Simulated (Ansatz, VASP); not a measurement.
# Two plane-wave programs on Li2O

```
O Li
1.0
     0.00000    2.31249    2.31249
     2.31249    0.00000    2.31249
     2.31249    2.31249    0.00000
O Li
1 2
Cartesian
  0.0000 0.0000 0.0000
  1.1562 1.1562 1.1562
  3.4687 3.4687 3.4687
```

Alike in both runs: functional PBE; k mesh 8 × 8 × 8; occupations gaussian, width 0.02 eV; no spin polarisation.

Ansatz relaxed the structure, and its values are those at the end. VASP's run is a single point on that final structure, the one shown.

|  | VASP | Ansatz |
| --- | --- | --- |
| version | VASP 6.6.1 | Ansatz 0.2.0 |
| potentials or method | VASP PAW PBE potentials, release 64 (O, Li_sv), cutoff 750 eV | scalar-relativistic, plane waves, PAW |
| valence electrons in the cell | 12 | 12 |

```tsv
	VASP	Ansatz	Ansatz less VASP
gap on the k mesh at the Fermi level (eV)	4.97	4.99	+0.014
least direct gap on the mesh (eV)	5.24	5.24	0.000
pressure (GPa)	-0.3	0.0	+0.28
```

With one functional, cell and mesh, what is left measures potentials, basis and numerics.
